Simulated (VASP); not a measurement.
# AlB2P3 (P3m1) in VASP: further runs, part 2 of 2

VASP 6.6.1. The steps go on from the part before.

### Step 3. Single point, PBE

This run uses another cell than the first one, of 14.56 Å³/atom, 0.959 times its volume.

The input, INCAR:

```
SYSTEM = AlB2P3
PREC = Accurate
ENCUT = 520
EDIFF = 1E-6
ISMEAR = 0
SIGMA = 0.01
LREAL = .False.
LASPH = .True.
NELM = 60
ALGO = Normal
ISIF = 2
LWAVE = .False.
LCHARG = .True.
GGA = PE
LELF = .True.
LVHAR = .True.
NBANDS = 21
```

The input, KPOINTS:

```
Automatic mesh
0
Gamma
  12 12 4
  0 0 0
```

The input, POSCAR:

```
AlB2P3
1.0
    3.4153663784      0.0000000000      0.0000000000
   -1.7076831892      2.9577940469      0.0000000000
    0.0000000000      0.0000000000      8.6495964266
Al B P
1 2 3
Direct
    0.6666666667      0.3333333333      0.3373898713
    0.0000000000      0.0000000000      0.9854420794
    0.3333333333      0.6666666667      0.6859812720
    0.0000000000      0.0000000000      0.2138232552
    0.6666666667      0.3333333333      0.6134491160
    0.3333333333      0.6666666667      0.9139144062
```

Potentials or basis: VASP PAW PBE potentials, release 64 (Al, B, P).

Started as:

```
cat potpaw_PBE.64/Al/POTCAR potpaw_PBE.64/B/POTCAR potpaw_PBE.64/P/POTCAR > POTCAR
mpirun -np 1 vasp_std > vasp.out
```

OUTCAR:

```text
SYSTEM = AlB2P3
   PREC = Accurate
   ENCUT = 520
   EDIFF = 1E-6
   ISMEAR = 0
   LREAL = .False.
   LASPH = .True.
   NELM = 60
   ISIF = 2
   GGA = PE

 ion  position               nearest neighbor table
   1  0.667  0.333  0.337-   4 2.24   4 2.24   4 2.24   5 2.39
   2  0.000  0.000  0.985-   4 1.98   6 2.07   6 2.07   6 2.07
   3  0.333  0.667  0.686-   6 1.97   5 2.07   5 2.07   5 2.07
   4  0.000  0.000  0.214-   2 1.98   1 2.24   1 2.24   1 2.24
   5  0.667  0.333  0.613-   3 2.07   3 2.07   3 2.07   1 2.39
[... 785 lines left out ...]
  -------------------------------------------------------------------------------------
  Total       -0.0838832     -0.0838832     -0.0956070      0.0000000      0.0000000      0.0000000
  in kB       -1.5380991     -1.5380991     -1.7530698      0.0000000      0.0000000      0.0000000
  external PRESSURE =      -1.6097560 kB  Pullay stress =       0.0000000 kB

 VOLUME and BASIS-vectors are now :
 -----------------------------------------------------------------------------
  energy-cutoff  :      520.00
  volume of cell :       87.38
      direct lattice vectors                 reciprocal lattice vectors
     3.415366378  0.000000000  0.000000000     0.292794356  0.169044900  0.000000000
    -1.707683189  2.957794047  0.000000000     0.000000000  0.338089801  0.000000000
     0.000000000  0.000000000  8.649596427     0.000000000  0.000000000  0.115612330

 POSITION                                       TOTAL-FORCE (eV/Angst)
 -----------------------------------------------------------------------------------
      1.70768      0.98593      2.91829        -0.000000      0.000000     -0.010375
      0.00000      0.00000      8.52368         0.000000      0.000000      0.006345
     -0.00000      1.97186      5.93346        -0.000000     -0.000000     -0.008868
      0.00000      0.00000      1.84948        -0.000000      0.000000      0.006779
      1.70768      0.98593      5.30609         0.000000     -0.000000      0.002275
     -0.00000      1.97186      7.90499         0.000000      0.000000      0.003845
 -----------------------------------------------------------------------------------
    total drift:                                0.000000     -0.000000      0.000138

  FREE ENERGIE OF THE ION-ELECTRON SYSTEM (eV)
  ---------------------------------------------------
  free  energy   TOTEN  =       -34.6994800116 eV

  energy  without entropy=      -34.6994800116  energy(sigma->0) =      -34.69948001
```

Run time: 4.7 min. Hardware: 1 thread of AMD EPYC 7R13, shared host; peak memory 0.25 GiB.

What came out:

* Free energy: -34.6995 eV
* Pressure: -0.2 GPa
* Largest force: 0.010 eV/Å
* Band gap on the k mesh: 0.21 eV, indirect (least direct gap 1.46 eV)

Forces in eV/Å, atoms in the order of the input:
```
Al   0.000  0.000 -0.010
B    0.000  0.000  0.006
B    0.000  0.000 -0.009
P    0.000  0.000  0.007
P    0.000  0.000  0.002
P    0.000  0.000  0.004
```

A k mesh can miss the band edges.

### Step 4. Relaxation of cell and atoms, PBE

This run uses another cell than the first one, of 14.57 Å³/atom, 0.959 times its volume.

The input, INCAR:

```
ALGO = Normal ; EDIFF = 1E-6
EDIFFG = -0.01 ; ENCUT = 600
GGA = PE ; IBRION = 2
ISIF = 3 ; ISMEAR = 0
LASPH = True ; LCHARG = False
LREAL = False ; LWAVE = False
NELM = 80 ; NSW = 100
PREC = Accurate ; SIGMA = 0.01
```

The input, KPOINTS:

```
k-points
0
Gamma
  12 12 4
```

The input, POSCAR:

```
AlB2P3
1.0
    3.4171684944      0.0000000000      0.0000000000
   -1.7085842472      2.9593547252      0.0000000000
    0.0000000000      0.0000000000      8.6434621542
Al B P
1 2 3
Direct
    0.6666666667      0.3333333333      0.3374598709
    0.0000000000      0.0000000000      0.9853852002
    0.3333333333      0.6666666667      0.6858767645
    0.0000000000      0.0000000000      0.2139079377
    0.6666666667      0.3333333333      0.6134763393
    0.3333333333      0.6666666667      0.9138938875
```

Started as:

```
cat potpaw_PBE.64/Al/POTCAR potpaw_PBE.64/B/POTCAR potpaw_PBE.64/P/POTCAR > POTCAR
mpirun -np 1 vasp_std > vasp.out
```

Wall time 7.3 min (1 thread of AMD EPYC 7R13, shared host); peak memory 0.27 GiB.

Results (log left out):

```
Free energy                            : -34.7020 eV
Relaxed volume                         : 14.54 Å³/atom
Relaxed cell                           : a = 3.414 Å, b = 3.414 Å, c = 8.645 Å, α = 90.00°, β = 90.00°, γ = 120.00°
Space group after relaxing (to 0.05 Å) : P3m1 (No. 156)
Energy gained by relaxing              : 0.0 meV/atom
Ionic steps                            : 5
Pressure after relaxing                : 0.0 GPa
Largest force after relaxing           : 0.003 eV/Å
Band gap on the k mesh                 : 0.21 eV, indirect (least direct gap 1.46 eV)
```

Forces on the atoms (eV/Å):
```
Al   0.000  0.000 -0.002
B    0.000  0.000 -0.001
B    0.000  0.000  0.003
P    0.000  0.000  0.000
P    0.000  0.000  0.000
P    0.000  0.000  0.000
```

The path:
```
step  energy change (eV)  largest force (eV/Å)  pressure (GPa)  volume (Å³)
   1              0.0000                0.0261           -0.19        87.41
   2             -0.0001                0.0338            0.12        87.19
   3             -0.0001                0.0185            0.02        87.27
   4             -0.0001                0.0179            0.01        87.27
   5             -0.0002                0.0033            0.00        87.27
```

Final structure:
```cif
data_structure
_symmetry_space_group_name_H-M 'P 1'
_symmetry_Int_Tables_number 1
_cell_length_a 3.4140
_cell_length_b 3.4140
_cell_length_c 8.6453
_cell_angle_alpha 90.000
_cell_angle_beta 90.000
_cell_angle_gamma 120.000
_cell_volume 87.27
loop_
_atom_site_label
_atom_site_type_symbol
_atom_site_fract_x
_atom_site_fract_y
_atom_site_fract_z
_atom_site_occupancy
Al1 Al 0.66667 0.33333 0.33740 1
B1 B 0.00000 0.00000 0.98548 1
B2 B 0.33333 0.66667 0.68588 1
P1 P 0.00000 0.00000 0.21386 1
P2 P 0.66667 0.33333 0.61344 1
P3 P 0.33333 0.66667 0.91394 1
```

Levels at points of the mesh, in eV from the valence-band top:
| k point | band 10 | band 11 | band 12 | band 13 | band 14 | band 15 |
| --- | --- | --- | --- | --- | --- | --- |
| (0.00, 0.00, 0.00) | -1.26 | 0.00 | 0.00 | 1.49 | 1.81 | 2.14 |
| (0.50, 0.00, 0.00) | -3.75 | -3.51 | -1.67 | 0.21 | 0.54 | 1.85 |
| (0.00, 0.00, 0.50) | -1.94 | -0.10 | -0.10 | 1.46 | 2.15 | 2.62 |
| (0.50, 0.00, 0.50) | -3.62 | -2.56 | -1.51 | 0.61 | 1.17 | 1.61 |

A k mesh can miss the band edges.

### Step 5. The runs side by side

```tsv
task	cell	k mesh	cutoff (eV)	smearing	gap on the mesh (eV)	pressure (GPa)	relaxed volume (Å³/atom)	largest force (eV/Å)
relaxation of cell and atoms	relaxed from a = 3.503, b = 3.503, c = 8.580 Å, angles 90.0, 90.0, 120.0°, 6 atoms	6 × 6 × 2	600	gaussian 0.1 eV	0.23	0.0	14.55	0.02
single point	a = 3.415, b = 3.415, c = 8.650 Å, angles 90.0, 90.0, 120.0°, 6 atoms	12 × 12 × 4	520	gaussian 0.01 eV	0.21	-0.2	-	0.01
relaxation of cell and atoms	relaxed from a = 3.417, b = 3.417, c = 8.643 Å, angles 90.0, 90.0, 120.0°, 6 atoms	12 × 12 × 4	600	gaussian 0.01 eV	0.21	0.0	14.54	-
```

Alike in all rows: level PBE; potentials or basis VASP PAW PBE potentials, release 64 (Al, B, P); no spin polarisation.

Absolute energies hang on the potentials; compare differences alone.
